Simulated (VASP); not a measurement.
# AgI2 (P-4m2) in VASP: notebook

AgI2 is run at these levels: PBEsol; tasks: single point, relaxation of cell and atoms.

All numbers are computed with VASP 6.6.1; they aren't measurements. Logs are shortened: lines on timing, memory, paths and dates and some standing lists are left out, and cuts for length are marked.

## Step 1: The cell of the first run

It takes space group P-4m2 (No. 115, tetragonal). Conventional cell: a = 4.063 Å, b = 4.063 Å, c = 6.183 Å, α = 90.00°, β = 90.00°, γ = 90.00°. Within 3.6 Å of Ag (site symmetry -4m2) lie 4 I at 2.71 Å. I (site symmetry 2mm) has 2 Ag at 2.71 Å within 3.6 Å.

## Step 2: Single point, PBEsol

INCAR

```
SYSTEM = AgI2
PREC     = Accurate       ! precision mode
ENCUT    = 520            ! plane-wave cutoff, eV
EDIFF    = 1E-6           ! SCF threshold, eV
ISMEAR   = 0              ! smearing method
SIGMA    = 0.1            ! smearing width, eV
LREAL    = .FALSE.        ! projectors in reciprocal space
LASPH    = .TRUE.         ! aspherical terms in the spheres
NELM     = 100            ! most SCF steps
ALGO     = Normal         ! electronic algorithm
ISIF     = 2              ! what is computed and relaxed
LWAVE    = .FALSE.        ! write WAVECAR
LCHARG   = .FALSE.        ! write CHGCAR
GGA      = PS             ! functional
NBANDS   = 20             ! bands
```

KPOINTS

```
regular mesh
0
G
  10 10 8
  0 0 0
```

POSCAR

```
AgI2
1.0
    4.0627002990      0.0000000000      0.0000000000
    0.0000000000      4.0627002990      0.0000000000
    0.0000000000      0.0000000000      6.1833113624
Ag I
1 2
Direct
    0.0000000000      0.0000000000      0.5000000000
    0.5000000000      0.0000000000      0.7910272197
    0.0000000000      0.5000000000      0.2089727803
```

Potentials or basis: VASP PAW PBE potentials, release 64 (Ag, I).

On the command line:

```sh
$ cat potpaw_PBE.64/Ag/POTCAR potpaw_PBE.64/I/POTCAR > POTCAR
$ mpirun -np 1 vasp_std > vasp.out
```

OUTCAR:

```text
SYSTEM = AgI2
   PREC = Accurate
   ENCUT = 520
   EDIFF = 1E-6
   ISMEAR = 0
   LREAL = .FALSE.
   LASPH = .TRUE.
   NELM = 100
   ISIF = 2
   GGA = PS

 ion  position               nearest neighbor table
   1  0.000  0.000  0.500-   2 2.71   3 2.71   3 2.71   2 2.71
   2  0.500  0.000  0.791-   1 2.71   1 2.71
   3  0.000  0.500  0.209-   1 2.71   1 2.71

  LATTYP: Found a simple tetragonal cell.
 ALAT       =     4.0627002990
 C/A-ratio  =     1.5219708340

  Lattice vectors:

 A1 = (   4.0627002990,   0.0000000000,   0.0000000000)
 A2 = (   0.0000000000,   4.0627002990,   0.0000000000)
 A3 = (   0.0000000000,   0.0000000000,   6.1833113624)

Analysis of symmetry for initial positions (statically):
=====================================================================
 Subroutine PRICEL returns:
 Original cell was already a primitive cell.

 Routine SETGRP: Setting up the symmetry group for a
 simple tetragonal supercell.

 Subroutine GETGRP returns: Found  8 space group operations
 (whereof  8 operations were pure point group operations)
 out of a pool of 16 trial point group operations.

The static configuration has the point symmetry D_2d.

Analysis of symmetry for dynamics (positions and initial velocities):
=====================================================================
 Subroutine PRICEL returns:
 Original cell was already a primitive cell.

 Routine SETGRP: Setting up the symmetry group for a
 simple tetragonal supercell.

 Subroutine GETGRP returns: Found  8 space group operations
 (whereof  8 operations were pure point group operations)
 out of a pool of 16 trial point group operations.

The dynamic configuration has the point symmetry D_2d.

 Subroutine INISYM returns: Found  8 space group operations
 (whereof  8 operations are pure point group operations),
 and found     1 'primitive' translations

----------------------------------------------------------------------------------------

                                     Primitive cell

  volume of cell :     102.0589

  direct lattice vectors                    reciprocal lattice vectors
     4.062700299  0.000000000  0.000000000     0.246141710  0.000000000  0.000000000
     0.000000000  4.062700299  0.000000000     0.000000000  0.246141710  0.000000000
     0.000000000  0.000000000  6.183311362     0.000000000  0.000000000  0.161725642

  length of vectors
     4.062700299  4.062700299  6.183311362     0.246141710  0.246141710  0.161725642

  position of ions in fractional coordinates (direct lattice)
     0.000000000  0.000000000  0.500000000
     0.500000000  0.000000000  0.791027220
     0.000000000  0.500000000  0.208972780

  ion indices of the primitive-cell ions
   primitive index   ion index
                 1           1
                 2           2
                 3           3

----------------------------------------------------------------------------------------

 KPOINTS: regular mesh

Automatic generation of k-mesh.
 Grid dimensions read from file:
 generate k-points for:   10   10    8

 Generating k-lattice:

  Cartesian coordinates                     Fractional coordinates (reciprocal lattice)
     0.024614171  0.000000000  0.000000000     0.100000000  0.000000000  0.000000000
     0.000000000  0.024614171  0.000000000     0.000000000  0.100000000  0.000000000
     0.000000000  0.000000000  0.020215705     0.000000000  0.000000000  0.125000000

  Length of vectors
     0.024614171  0.024614171  0.020215705

  Shift w.r.t. Gamma in fractional coordinates (k-lattice)
     0.000000000  0.000000000  0.000000000

 Subroutine IBZKPT returns following result:
 ===========================================

 Found    105 irreducible k-points:

 Following reciprocal coordinates:
            Coordinates               Weight
  0.000000  0.000000  0.000000      1.000000
  0.100000  0.000000  0.000000      4.000000
  0.200000  0.000000  0.000000      4.000000
  0.300000  0.000000  0.000000      4.000000
  0.400000  0.000000  0.000000      4.000000
  0.500000  0.000000  0.000000      2.000000
[... 16 lines left out ...]
  0.100000  0.000000  0.125000      8.000000
  0.200000  0.000000  0.125000      8.000000
 [... further k-points ...]
   k-points           NKPTS =    105   k-points in BZ     NKDIM =    105   number of bands    NBANDS=     20
   number of dos      NEDOS =    301   number of ions     NIONS =      3
   total plane-waves  NPLWV =  43200
   dimension x,y,z NGX =    30 NGY =   30 NGZ =   48
   dimension x,y,z NGXF=    60 NGYF=   60 NGZF=   96
   ions per type =               1   2
   NGX,Y,Z   is equivalent  to a cutoff of  12.28, 12.28, 12.91 a.u.
   NGXF,Y,Z  is equivalent  to a cutoff of  24.55, 24.55, 25.81 a.u.
 SYSTEM =  AgI2
   PREC   = accura    normal or accurate (medium, high low for compatibility)
   ISTART =      0    job   : 0-new  1-cont  2-samecut
   ICHARG =      2    charge: 1-file 2-atom 10-const
   ISPIN  =      1    spin polarized calculation?
   LNONCOLLINEAR =      F non collinear calculations
   LSORBIT =      F    spin-orbit coupling
   LASPH  =      T    aspherical Exc in radial PAW
   ENCUT  =  520.0 eV  38.22 Ry    6.18 a.u.   7.55  7.55 11.50*2*pi/ulx,y,z
   NELM   =    100;   NELMIN=  2; NELMDL= -5     # of ELM steps
   EDIFF  = 0.1E-05   stopping-criterion for ELM
   LREAL  =      F    real-space projection
   EDIFFG = 0.1E-04   stopping-criterion for IOM
   NSW    =      0    number of steps for IOM
   IBRION =     -1    ionic relax: 0-MD 1-quasi-New 2-CG
   NFREE  =      0    steps in history (QN), initial steepest desc. (CG)
   ISIF   =      2    stress and relaxation
   ISYM   =      2    0-nonsym 1-usesym 2-fastsym
   POTIM  = 0.5000    time-step for ionic-motion
   TEBEG  =    0.0;   TEEND  =   0.0 temperature during run
   PSTRESS=    0.0 pullay stress
   NELECT =      25.0000    total number of electrons
   NUPDOWN=      -1.0000    fix difference up-down
   EMIN   =  10.00;   EMAX   =-10.00  energy-range for DOS
   EFERMI =   0.00;   METHOD = LEGACY
   ISMEAR =     0;   SIGMA  =   0.10  broadening in eV -4-tet -1-fermi 0-gaus
   EFERMI_NEDOS =   21; number of points for ismear=-14 and -15
   IALGO  =     38    algorithm
   IMIX   =      4    mixing-type and parameters
     AMIX     =   0.40;   BMIX     =  1.00
     AMIX_MAG =   1.60;   BMIX_MAG =  1.00
  volume/ion in A,a.u.               =      34.02       229.58
  Fermi-wavevector in a.u.,A,eV,Ry     =   1.024325  1.935694 14.275811  1.049243
  Thomas-Fermi vector in A             =   2.158106
   LORBIT       =      0    0 simple, 1 ext, 2 COOP (PROOUT), +10 PAW based schemes
   GGA     = PS    functional components
   LHFCALC =     F    Hartree Fock is set to
   AEXX    =    0.0000 exact exchange contribution
   IVDW    =     0    specifies the selected vdW correction
   LEPSILON=     F    determine dielectric tensor
   LRPA    =     F    only Hartree local field effects (RPA)
 non-spin polarized calculation
 Gauss-broadening in eV      SIGMA  =   0.10
  energy-cutoff  :      520.00
  volume of cell :      102.06
 maximum number of plane-waves:      2791
   NGX = 15   NGY = 15   NGZ = 23

 number of electron      24.9999999 magnetization

 Free energy of the ion-electron system (eV)
  ---------------------------------------------------
  ext. energy  EPLUGINS =         0.00000000
  ---------------------------------------------------
  free energy    TOTEN  =        -6.87897293 eV

  energy without entropy =       -6.86270133  energy(sigma->0) =       -6.87083713

 E-fermi :   3.2653     XC(G=0):  -8.9606

 val. band max:        3.2651638880   @ k =   0.4000   0.0000   0.3750
 cond. band min:       3.2705807480   @ k =   0.1000   0.1000   0.2500
 fundamental gap:      0.0054168600
 Fermi energy:         3.2652760869

 k-point     1 :       0.0000    0.0000    0.0000
  band No.  band energies     occupation
      1      -9.4387      2.00000
      2      -8.5938      2.00000
      3      -1.0485      2.00000
      4      -0.9333      2.00000
      5      -0.9333      2.00000
      6      -0.6235      2.00000
[... 12 lines left out ...]
     19      11.0389      0.00000
     20      13.3485      0.00000

 k-point     2 :       0.1000    0.0000    0.0000
  band No.  band energies     occupation
      1      -9.4006      2.00000
      2      -8.5909      2.00000
      3      -1.1019      2.00000
      4      -0.9278      2.00000
      5      -0.8263      2.00000
      6      -0.6062      2.00000
[... 12 lines left out ...]
     19      11.2027      0.00000
     20      13.3823      0.00000

 k-point     3 :       0.2000    0.0000    0.0000
  band No.  band energies     occupation
      1      -9.2928      2.00000
      2      -8.5895      2.00000
      3      -1.1745      2.00000
      4      -0.9134      2.00000
      5      -0.6443      2.00000
      6      -0.5196      2.00000
[... 12 lines left out ...]
     19      11.3874      0.00000
     20      13.4833      0.00000

 k-point     4 :       0.3000    0.0000    0.0000
  band No.  band energies     occupation
      1      -9.1347      2.00000
      2      -8.6089      2.00000
      3      -1.2318      2.00000
      4      -0.8954      2.00000
      5      -0.6568      2.00000
      6      -0.2602      2.00000
[... 12 lines left out ...]
     19      11.6823      0.00000
     20      13.1087      0.00000

 k-point     5 :       0.4000    0.0000    0.0000
  band No.  band energies     occupation
      1      -8.9573      2.00000
      2      -8.6708      2.00000
      3      -1.2490      2.00000
      4      -0.8807      2.00000
      5      -0.8388      2.00000
      6      -0.2701      2.00000
[... 12 lines left out ...]
     19      12.0435      0.00000
     20      12.5863      0.00000
[... 353 lines left out ...]
      6      -0.5642      2.00000
[... 12 lines left out ...]
     19      14.8471      0.00000
     20      14.8576      0.00000

 k-point    22 :       0.0000    0.0000    0.1250
  band No.  band energies     occupation
      1      -9.4154      2.00000
      2      -8.6250      2.00000
      3      -1.0609      2.00000
      4      -0.9417      2.00000
      5      -0.9417      2.00000
      6      -0.6148      2.00000
[... 12 lines left out ...]
     19      10.8768      0.00000
     20      12.8486      0.00000

 k-point    23 :       0.1000    0.0000    0.1250
  band No.  band energies     occupation
      1      -9.3781      2.00000
      2      -8.6204      2.00000
      3      -1.1053      2.00000
      4      -0.9357      2.00000
      5      -0.8563      2.00000
      6      -0.5939      2.00000
[... 12 lines left out ...]
     19      11.1054      0.00000
     20      12.8981      0.00000

 k-point    24 :       0.2000    0.0000    0.1250
  band No.  band energies     occupation
      1      -9.2727      2.00000
      2      -8.6142      2.00000
      3      -1.1738      2.00000
      4      -0.9199      2.00000
      5      -0.6951      2.00000
      6      -0.5165      2.00000
[... 12 lines left out ...]
     19      11.3366      0.00000
     20      13.0892      0.00000

 [... further k-points ...]
[... 5 lines left out ...]
  --------------------------------------------------------------------------------------
  -------------------------------------------------------------------------------------
  Total       -0.0126372     -0.0126372     -0.0146973      0.0000000     -0.0000000      0.0000000
  in kB       -0.1983854     -0.1983854     -0.2307262      0.0000000     -0.0000000      0.0000000
  external PRESSURE =      -0.2091657 kB  Pullay stress =       0.0000000 kB

 VOLUME and BASIS-vectors are now :
 -----------------------------------------------------------------------------
  energy-cutoff  :      520.00
  volume of cell :      102.06
      direct lattice vectors                 reciprocal lattice vectors
     4.062700299  0.000000000  0.000000000     0.246141710  0.000000000  0.000000000
     0.000000000  4.062700299  0.000000000     0.000000000  0.246141710  0.000000000
     0.000000000  0.000000000  6.183311362     0.000000000  0.000000000  0.161725642

 POSITION                                       TOTAL-FORCE (eV/Angst)
 -----------------------------------------------------------------------------------
      0.00000      0.00000      3.09166        -0.000000     -0.000000      0.000000
      2.03135      0.00000      4.89117        -0.000000     -0.000000     -0.006610
      0.00000      2.03135      1.29214         0.000000      0.000000      0.006610
 -----------------------------------------------------------------------------------
    total drift:                                0.000000      0.000000      0.000000

  FREE ENERGIE OF THE ION-ELECTRON SYSTEM (eV)
  ---------------------------------------------------
  free  energy   TOTEN  =        -6.8789729306 eV

  energy  without entropy=       -6.8627013329  energy(sigma->0) =       -6.87083713
```

Run time: 2.3 min. Hardware: 1 thread of Intel Xeon Platinum 8259CL at 2.50GHz (Skylake/Cascade Lake), shared host; peak memory 0.34 GiB.

What came out:

| Item | Value |
| --- | --- |
| Free energy | -6.8790 eV |
| Pressure | 0.0 GPa |
| Largest force | 0.007 eV/Å |

Forces on the atoms (eV/Å):
```
Ag   0.000  0.000  0.000
I    0.000  0.000 -0.007
I    0.000  0.000  0.007
```

Caveat: the PAW data sets were made with another functional, which shifts forces and pressure a little; spin-orbit coupling is left out, which moves the levels of the heavy elements; an odd number of electrons without spin polarisation forces a metal; a magnetic or distorted state may lie lower.

[end of part 1 of 4]
